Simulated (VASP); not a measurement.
# ScAl7N8 (Cm) in VASP: single point with r2SCAN

Aim: the single point of ScAl7N8 with r2SCAN.

All numbers are computed with VASP 6.6.1; they aren't measurements. Logs are shortened: lines on timing, memory, paths and dates and some standing lists are left out, and cuts for length are marked.

### 1 The cell of the first run

It takes space group Cm (No. 8, monoclinic). Conventional cell: a = 10.037 Å, b = 6.321 Å, c = 7.426 Å, α = 90.00°, β = 132.42°, γ = 90.00°. Sc (site symmetry m) has 4 N at 1.95 to 2.20 Å within 2.6 Å. Within 2.4 Å of Al (site symmetry 1) lie 4 N at 1.83 to 2.09 Å. Within 2.4 Å of Al (site symmetry m) lie 4 N at 1.84 to 2.12 Å. Al (site symmetry 1) has 4 N at 1.86 to 2.07 Å within 2.5 Å. Within 2.5 Å of Al (site symmetry m) lie 4 N at 1.87 to 2.07 Å. Within 2.5 Å of Al (site symmetry m) lie 4 N at 1.86 to 2.10 Å. N (site symmetry m) has 3 Al at 1.86 Å and 1 Sc at 2.20 Å within 2.5 Å. N (site symmetry m) has 4 Al at 1.88 to 2.12 Å within 2.5 Å.

### 2 Single point, r2SCAN (atoms moved along the polar distortion)

The input, POSCAR:

```
ScAl7N8
1.0
    3.1604906363     -0.0042257669      5.0183552306
    3.1604906363      0.0042257669     -5.0183552306
   -3.1604906363      5.4816271140     -0.0046172641
Sc Al N
1 7 8
Direct
    0.1558446599      0.1792894748      0.3351341318
    0.1598709825      0.1782724166      0.8339427617
    0.6567073632      0.6745313139      0.3312386741
    0.6556703481      0.6740717823      0.8339427617
    0.0754215476      0.5920280529      0.1641431750
    0.5721151191      0.0887216245      0.1641431750
    0.0735032058      0.5964447329      0.6699479418
    0.5774316310      0.0902818707      0.6677135047
    0.3749933834      0.9598215335      0.3348149140
    0.8687227234      0.4639871415      0.3327098619
    0.3669441400      0.9690233992      0.8327543296
    0.8637309333      0.4658101926      0.8327543296
    0.2876478487      0.3913099274      0.1588175783
    0.2859253107      0.3959331967      0.6818585104
    0.7675076479      0.8711697266      0.1588175783
    0.7859631555      0.8813036138      0.6672667723
```

The input, INCAR.step1:

```
PREC     = Accurate       # precision mode
ENCUT    = 520            # plane-wave cutoff, eV
ISMEAR   = 0              # smearing method
SIGMA    = 0.01           # smearing width, eV
LREAL    = Auto         
LASPH    = T              # aspherical terms in the spheres
NELM     = 60             # most SCF steps
NBANDS   = 50             # bands
GGA      = PE             # functional
ALGO     = Normal         # electronic algorithm
EDIFF    = 1E-4           # SCF threshold, eV
LWAVE    = T              # write WAVECAR
LCHARG   = F              # write CHGCAR
```

The input, INCAR.step2:

```
PREC     = Accurate       # precision mode
ENCUT    = 520            # plane-wave cutoff, eV
EDIFF    = 1E-7           # SCF threshold, eV
ISMEAR   = 0              # smearing method
SIGMA    = 0.01           # smearing width, eV
LREAL    = Auto         
LASPH    = T              # aspherical terms in the spheres
NELM     = 60             # most SCF steps
ALGO     = Normal         # electronic algorithm
ISIF     = 2              # what is computed and relaxed
LWAVE    = F              # write WAVECAR
LCHARG   = T              # write CHGCAR
METAGGA  = R2SCAN         # meta-GGA
LMIXTAU  = T            
LELF     = T              # ELF
LVHAR    = T            
NBANDS   = 50             # bands
ISTART   = 1
```

The input, KPOINTS:

```
Automatic mesh
0
Gamma
  6 6 6
```

Potentials or basis: VASP PAW PBE potentials, release 64 (Sc_sv, Al, N).

On the command line:

```sh
> cat potpaw_PBE.64/Sc_sv/POTCAR potpaw_PBE.64/Al/POTCAR potpaw_PBE.64/N/POTCAR > POTCAR
> cp INCAR.step1 INCAR
> mpirun -np 1 vasp_std > vasp.out
> cp INCAR.step2 INCAR
> mpirun -np 1 vasp_std > vasp.out
```

OUTCAR:

```text
PREC = Accurate
   ENCUT = 520
   EDIFF = 1E-7
   ISMEAR = 0
   LREAL = Auto
   LASPH = T
   NELM = 60
   ISIF = 2
   METAGGA = R2SCAN
   ISTART = 1

 ion  position               nearest neighbor table
   1  0.156  0.179  0.335-  13 1.95  15 1.95  14 1.95   9 2.20   5 3.09   6 3.09   7 3.11   6 3.13
                             5 3.13   8 3.14   2 3.15   4 3.15   3 3.16   3 3.16   4 3.18   2 3.18
   2  0.160  0.178  0.834-  13 1.83  14 1.83  16 1.88  11 2.09   8 3.09   7 3.09   5 3.09   6 3.10
                             7 3.11   8 3.12   4 3.13   3 3.14   1 3.15   1 3.18   3 3.18   4 3.19
   3  0.657  0.675  0.331-  15 1.84  13 1.84  16 1.88  10 2.12   6 3.09   5 3.09   8 3.10   7 3.10
                             5 3.12   6 3.12   2 3.14   4 3.14   1 3.16   1 3.16   4 3.18   2 3.18
   4  0.656  0.674  0.834-  15 1.83  14 1.83  16 1.88  12 2.09   8 3.09   7 3.09   6 3.09   5 3.10
                             7 3.11   8 3.12   2 3.13   3 3.14   1 3.15   1 3.18   3 3.18   2 3.19
   5  0.075  0.592  0.164-   9 1.86  12 1.87  10 1.88  13 2.07   1 3.09   2 3.09   3 3.09   4 3.10
                             3 3.12   7 3.13   1 3.13   6 3.14   8 3.15   8 3.18   6 3.18   7 3.20
   6  0.572  0.089  0.164-   9 1.86  11 1.87  10 1.88  15 2.07   1 3.09   4 3.09   3 3.09   2 3.10
                             3 3.12   7 3.13   1 3.13   5 3.14   8 3.15   8 3.18   5 3.18   7 3.20
   7  0.074  0.596  0.670-  12 1.87  11 1.87  10 1.88  14 2.07   4 3.09   2 3.09   3 3.10   2 3.11
                             4 3.11   1 3.11   5 3.13   6 3.13   8 3.16   8 3.16   6 3.20   5 3.20
   8  0.577  0.090  0.668-   9 1.86  11 1.87  12 1.87  16 2.10   4 3.09   2 3.09   3 3.10   2 3.12
                             4 3.12   1 3.14   6 3.15   5 3.15   7 3.16   7 3.16   5 3.18   6 3.18
   9  0.375  0.960  0.335-   6 1.86   5 1.86   8 1.86   1 2.20
  10  0.869  0.464  0.333-   5 1.88   6 1.88   7 1.88   3 2.12
  11  0.367  0.969  0.833-   6 1.87   7 1.87   8 1.87   2 2.09
  12  0.864  0.466  0.833-   5 1.87   7 1.87   8 1.87   4 2.09
  13  0.288  0.391  0.159-   2 1.83   3 1.84   1 1.95   5 2.07
  14  0.286  0.396  0.682-   2 1.83   4 1.83   1 1.95   7 2.07
  15  0.768  0.871  0.159-   4 1.83   3 1.84   1 1.95   6 2.07
  16  0.786  0.881  0.667-   4 1.88   2 1.88   3 1.88   8 2.10

  LATTYP: Found a base centered monoclinic cell.
 ALAT       =    10.0367140196
 B/A-ratio  =     0.6297859300
 C/A-ratio  =     0.7398434582
 COS(beta)  =    -0.6745752210

  Lattice vectors:

 A1 = (   3.1604906363,   0.0042257669,  -5.0183552306)
 A2 = (  -3.1604906363,   0.0042257669,  -5.0183552306)
 A3 = (   0.0000000000,   5.4774013471,   5.0137379665)

Analysis of symmetry for initial positions (statically):
=====================================================================
 Subroutine PRICEL returns:
 Original cell was already a primitive cell.

 Routine SETGRP: Setting up the symmetry group for a
 base centered monoclinic supercell.

 Subroutine GETGRP returns: Found  2 space group operations
 (whereof  2 operations were pure point group operations)
 out of a pool of  4 trial point group operations.

The static configuration has the point symmetry C_1h.

Analysis of symmetry for dynamics (positions and initial velocities):
=====================================================================
 Subroutine PRICEL returns:
 Original cell was already a primitive cell.

 Routine SETGRP: Setting up the symmetry group for a
 base centered monoclinic supercell.

 Subroutine GETGRP returns: Found  2 space group operations
 (whereof  2 operations were pure point group operations)
 out of a pool of  4 trial point group operations.

The dynamic configuration has the point symmetry C_1h.

 Subroutine INISYM returns: Found  2 space group operations
 (whereof  2 operations are pure point group operations),
 and found     1 'primitive' translations

----------------------------------------------------------------------------------------

                                     Primitive cell

  volume of cell :     173.8822

  direct lattice vectors                    reciprocal lattice vectors
     3.160490636 -0.004225767  5.018355231     0.158203285  0.091297781  0.099711117
     3.160490636  0.004225767 -5.018355231     0.158203285  0.091129934 -0.099557501
    -3.160490636  5.481627114 -0.004617264     0.000000000  0.182427715  0.000153615

  length of vectors
     5.930649892  5.930649892  6.327476448     0.208100627  0.207953457  0.182427780

  position of ions in fractional coordinates (direct lattice)
     0.155844660  0.179289475  0.335134132
     0.159870983  0.178272417  0.833942762
     0.656707363  0.674531314  0.331238674
     0.655670348  0.674071782  0.833942762
     0.075421548  0.592028053  0.164143175
     0.572115119  0.088721625  0.164143175
[... 8 lines left out ...]
     0.767507648  0.871169727  0.158817578
     0.785963155  0.881303614  0.667266772

  ion indices of the primitive-cell ions
   primitive index   ion index
                 1           1
                 2           2
                 3           3
                 4           4
                 5           5
                 6           6
[... 8 lines left out ...]
                15          15
                16          16

----------------------------------------------------------------------------------------

 KPOINTS: Automatic mesh

Automatic generation of k-mesh.
 Grid dimensions read from file:
 generate k-points for:    6    6    6

 Generating k-lattice:

  Cartesian coordinates                     Fractional coordinates (reciprocal lattice)
     0.026367214  0.015216297  0.016618519     0.166666667  0.000000000  0.000000000
     0.026367214  0.015188322 -0.016592917    -0.000000000  0.166666667  0.000000000
     0.000000000  0.030404619  0.000025603     0.000000000  0.000000000  0.166666667

  Length of vectors
     0.034683438  0.034658909  0.030404630

  Shift w.r.t. Gamma in fractional coordinates (k-lattice)
     0.000000000  0.000000000  0.000000000

 Subroutine IBZKPT returns following result:
 ===========================================

 Found     68 irreducible k-points:

 Following reciprocal coordinates:
            Coordinates               Weight
  0.000000  0.000000  0.000000      1.000000
  0.166667  0.000000 -0.000000      4.000000
  0.333333  0.000000 -0.000000      4.000000
  0.500000 -0.000000 -0.000000      2.000000
  0.000000  0.166667 -0.000000      4.000000
  0.166667  0.166667 -0.000000      4.000000
[... 16 lines left out ...]
  0.333333  0.000000  0.166667      4.000000
  0.500000 -0.000000  0.166667      4.000000
 [... further k-points ...]
   k-points           NKPTS =     68   k-points in BZ     NKDIM =     68   number of bands    NBANDS=     50
   number of dos      NEDOS =    301   number of ions     NIONS =     16
   total plane-waves  NPLWV = 110592
   dimension x,y,z NGX =    48 NGY =   48 NGZ =   48
   dimension x,y,z NGXF=    96 NGYF=   96 NGZF=   96
   ions per type =               1   7   8
   NGX,Y,Z   is equivalent  to a cutoff of  13.46, 13.46, 12.61 a.u.
   NGXF,Y,Z  is equivalent  to a cutoff of  26.91, 26.91, 25.22 a.u.
 SYSTEM =  unknown system
   PREC   = accura    normal or accurate (medium, high low for compatibility)
   ISTART =      1    job   : 0-new  1-cont  2-samecut
   ICHARG =      0    charge: 1-file 2-atom 10-const
   ISPIN  =      1    spin polarized calculation?
   LNONCOLLINEAR =      F non collinear calculations
   LSORBIT =      F    spin-orbit coupling
   LASPH  =      T    aspherical Exc in radial PAW
   ENCUT  =  520.0 eV  38.22 Ry    6.18 a.u.  11.03 11.03 11.76*2*pi/ulx,y,z
   NELM   =     60;   NELMIN=  2; NELMDL=  0     # of ELM steps
   EDIFF  = 0.1E-06   stopping-criterion for ELM
   LREAL  =      T    real-space projection
   EDIFFG = 0.1E-05   stopping-criterion for IOM
   NSW    =      0    number of steps for IOM
   IBRION =     -1    ionic relax: 0-MD 1-quasi-New 2-CG
   NFREE  =      0    steps in history (QN), initial steepest desc. (CG)
   ISIF   =      2    stress and relaxation
   ISYM   =      2    0-nonsym 1-usesym 2-fastsym
   POTIM  = 0.5000    time-step for ionic-motion
   TEBEG  =    0.0;   TEEND  =   0.0 temperature during run
   PSTRESS=    0.0 pullay stress
   NELECT =      72.0000    total number of electrons
   NUPDOWN=      -1.0000    fix difference up-down
   EMIN   =  10.00;   EMAX   =-10.00  energy-range for DOS
   EFERMI =   0.00;   METHOD = LEGACY
   ISMEAR =     0;   SIGMA  =   0.01  broadening in eV -4-tet -1-fermi 0-gaus
   EFERMI_NEDOS =   21; number of points for ismear=-14 and -15
   IALGO  =     38    algorithm
   IMIX   =      4    mixing-type and parameters
     AMIX     =   0.40;   BMIX     =  1.00
     AMIX_MAG =   1.60;   BMIX_MAG =  1.00
  volume/ion in A,a.u.               =      10.87        73.34
  Fermi-wavevector in a.u.,A,eV,Ry     =   1.220208  2.305859 20.257827  1.488908
  Thomas-Fermi vector in A             =   2.355434
   LORBIT       =      0    0 simple, 1 ext, 2 COOP (PROOUT), +10 PAW based schemes
   METAGGA = R2SCAN    functional components
   LHFCALC =     F    Hartree Fock is set to
   AEXX    =    0.0000 exact exchange contribution
   IVDW    =     0    specifies the selected vdW correction
   LEPSILON=     F    determine dielectric tensor
   LRPA    =     F    only Hartree local field effects (RPA)
 non-spin polarized calculation
 Gauss-broadening in eV      SIGMA  =   0.01
  energy-cutoff  :      520.00
  volume of cell :      173.88
 maximum number of plane-waves:      4718
 NGX is ok and might be reduce to    48
   NGX = 23   NGY = 23   NGZ = 23

 number of electron      71.9999998 magnetization

 Free energy of the ion-electron system (eV)
  ---------------------------------------------------
  ext. energy  EPLUGINS =         0.00000000
  ---------------------------------------------------
  free energy    TOTEN  =      -156.95972600 eV

  energy without entropy =     -156.95972600  energy(sigma->0) =     -156.95972600

 E-fermi :   5.9518     XC(G=0): -11.3962

 val. band max:        5.8413742227   @ k =   0.0000   0.0000   0.0000
 cond. band min:       9.9048927554   @ k =   0.0000   0.0000   0.0000
 fundamental gap:      4.0635185326
 Fermi energy:         5.9517926793

 k-point     1 :       0.0000    0.0000    0.0000
  band No.  band energies     occupation
      1     -42.6808      2.00000
      2     -20.6559      2.00000
      3     -20.6481      2.00000
      4     -20.5449      2.00000
      5     -10.2116      2.00000
      6      -8.4591      2.00000
[... 40 lines left out ...]
     47      13.6483      0.00000
     48      14.3397      0.00000
[... 1171 lines left out ...]
     47      14.0801      0.00000
     48      14.4169      0.00000

 [... further k-points ...]

 [bands above 48 left out]

------------------------ aborting loop because EDIFF is reached ----------------------------------------

  FORCE on cell =-STRESS in cart. coord.  units (eV):
  Direction    XX          YY          ZZ          XY          YZ          ZX
  --------------------------------------------------------------------------------------
  -------------------------------------------------------------------------------------
  Total        8.2876302      8.1619259    -10.7325289      0.0000000      0.0845543      0.0000000
  in kB       76.3635059     75.2052474    -98.8911814      0.0000000      0.7790968      0.0000000
  external PRESSURE =      17.5591906 kB  Pullay stress =       0.0000000 kB

 VOLUME and BASIS-vectors are now :
 -----------------------------------------------------------------------------
  energy-cutoff  :      520.00
  volume of cell :      173.88
      direct lattice vectors                 reciprocal lattice vectors
     3.160490636 -0.004225767  5.018355231     0.158203285  0.091297781  0.099711117
     3.160490636  0.004225767 -5.018355231     0.158203285  0.091129934 -0.099557501
    -3.160490636  5.481627114 -0.004617264     0.000000000  0.182427715  0.000153615

 POSITION                                       TOTAL-FORCE (eV/Angst)
 -----------------------------------------------------------------------------------
      0.00000      1.83718     -0.11920        -0.000000      0.004098      1.267214
     -1.56697      4.57144     -0.09620        -0.004495      0.006046      1.255372
      3.16049      1.81580     -0.09098        -0.000000      0.006573      0.917937
      1.56697      4.57144     -0.09620         0.004495      0.006046      1.255372
      1.59070      0.90195     -2.59327        -0.017636     -0.009899      1.339440
      1.56980      0.89773      2.42508         0.017636     -0.009899      1.339440
[... 8 lines left out ...]
      4.67708      0.87102     -0.52095        -1.124629     -0.637523     -1.491068
      3.16049      3.65811     -0.48153         0.000000     -0.029640     -1.147486
 -----------------------------------------------------------------------------------
    total drift:                               -0.000012      0.000865      0.020014

  FREE ENERGIE OF THE ION-ELECTRON SYSTEM (eV)
  ---------------------------------------------------
  free  energy   TOTEN  =      -156.9597260034 eV

  energy  without entropy=     -156.9597260034  energy(sigma->0) =     -156.95972600
```

Run time: 32 min. Hardware: 1 thread of Intel Xeon 6975P-C (Granite Rapids), shared host; peak memory 0.58 GiB.

Results:

```
Free energy            : -156.9597 eV
Pressure               : 1.8 GPa
Largest force          : 2.034 eV/Å
Band gap on the k mesh : 4.06 eV
```

Forces in eV/Å, atoms in the order of the input:
```
Sc   0.000  0.004  1.267
Al  -0.004  0.006  1.255
Al   0.000  0.007  0.918
Al   0.004  0.006  1.255
Al  -0.018 -0.010  1.339
Al   0.018 -0.010  1.339
Al   0.000  0.001  1.290
Al   0.000  0.016  1.275
N    0.000 -0.001 -0.803
N    0.000  0.023 -0.878
N   -0.016 -0.003 -1.270
N    0.016 -0.003 -1.270
N    1.125 -0.638 -1.491
N    0.000  1.267 -1.591
N   -1.125 -0.638 -1.491
N    0.000 -0.030 -1.147
```

Stress tensor (GPa, compression positive):
```
 7.64  0.00  0.00
 0.00  7.52  0.08
 0.00  0.08 -9.89
```

Levels at points of the mesh, in eV from the valence-band top:
```
           k point  band 32  band 33  band 34  band 35  band 36  band 37  band 38  band 39  band 40  band 41
(0.00, 0.00, 0.00)    -1.14    -1.12    -0.87    -0.82     0.00     4.06     4.81     5.15     5.25     5.35
(0.50, 0.00, 0.00)    -1.11    -1.04    -0.89    -0.71    -0.56     5.08     5.21     5.51     6.04     6.20
(0.00, 0.50, 0.00)    -1.13    -1.00    -0.90    -0.58    -0.53     4.94     5.21     5.57     5.99     6.12
(0.50, 0.50, 0.00)    -1.42    -1.38    -1.30    -0.93    -0.71     4.98     5.19     5.26     5.38     5.45
(0.00, 0.00, 0.50)    -1.17    -0.90    -0.60    -0.46    -0.36     5.26     5.34     5.55     5.75     5.98
(0.50, 0.50, 0.50)    -1.78    -1.62    -1.18    -0.86    -0.65     4.86     5.09     5.47     6.22     6.25
```

Caveat: the cell differs from its parent crystal (atoms moved along the polar distortion); the stress differs along the axes, from -10 to 8 GPa; the PAW data sets were made with another functional, which shifts forces and pressure a little. A k mesh can miss the band edges.
